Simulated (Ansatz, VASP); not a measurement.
Two plane-wave programs on SrTl

```
CELL_PARAMETERS angstrom
4.03200 0.00000 0.00000
0.00000 4.03200 0.00000
0.00000 0.00000 4.03200
ATOMIC_POSITIONS crystal
Sr 0.00000 0.00000 0.98760
Tl 0.50000 0.50000 0.50000
```

Alike in both runs: task single point; functional LDA; k mesh 5 × 5 × 5; occupations fermi-dirac, width 0.05 eV; no spin polarisation.

```csv
,VASP,Ansatz
version,VASP 6.6.1,Ansatz 0.2.0
potentials or method,"VASP PAW LDA potentials, release 64 (Sr_sv, Tl_d)","plane waves, PAW"
plane-wave cutoff (eV),500,420
valence electrons in the cell,23,23
```

```tsv
	VASP	Ansatz	Ansatz less VASP
rms of the force components (eV/Å)	0.039	0.039	-0.0001
```

LDA's correlation is that of Perdew and Zunger in VASP and of Perdew and Wang (1992) in Ansatz. Atom by atom the forces differ by 0.000 eV/Å (rms over components).

Spin-orbit coupling is off throughout.
